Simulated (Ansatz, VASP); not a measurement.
## KBr: VASP beside Ansatz

INCAR

```
ALGO = Normal
EDIFF = 1E-6
ENCUT = 500
GGA = CA
GGA_COMPAT = False
ISIF = 2
ISMEAR = 0
LASPH = True
LCHARG = True
LELF = True
LREAL = False
LVHAR = True
LWAVE = False
NBANDS = 15
NELM = 120
PREC = Accurate
SIGMA = 0.01
```

KPOINTS

```
k-points
0
Gamma
  4 4 4
```

File POSCAR:

```
KBr
1.0
    0.0000000000      3.6882992926      3.6882992926
    3.6882992926      0.0000000000      3.6882992926
    3.6882992926      3.6882992926      0.0000000000
K Br
1 1
Direct
    0.0000000000      0.0000000000      0.0000000000
    0.2500000000      0.2500000000      0.2500000000
```

Input for Ansatz:

```yaml
crystal:
  lattice:
    - [0.0, 3.6882992926, 3.6882992926]
    - [3.6882992926, 0.0, 3.6882992926]
    - [3.6882992926, 3.6882992926, 0.0]
  atoms:
    - { symbol: K, position: [0.0, 0.0, 0.0] }
    - { symbol: Br, position: [0.25, 0.25, 0.25] }
kpoints:
  mp_grid: { grid: [4, 4, 4] }
hamiltonian:
  xc: lda
scf:
  occupations: { method: fixed }
  n_extra_bands: 4
output:
  forces: true
  stress: true
  eigenvalues: true
```

Alike in both runs: task single point; functional LDA; k mesh 4 × 4 × 4; no spin polarisation.

|  | VASP | Ansatz |
| --- | --- | --- |
| version | VASP 6.6.1 | Ansatz 0.2.0 |
| potentials or method | VASP PAW LDA potentials, release 64 (K_sv, Br) | plane waves |
| plane-wave cutoff (eV) | 500 | 420 |
| occupations | gaussian, width 0.01 eV | fixed |
| valence electrons in the cell | 16 | 16 |

```tsv
	VASP	Ansatz	Ansatz less VASP
gap on the k mesh at the Fermi level (eV)	3.99	3.98	-0.007
pressure (GPa)	-1.0	-1.0	-0.03
```

LDA's correlation is that of Perdew and Zunger in VASP and of Perdew and Wang (1992) in Ansatz.
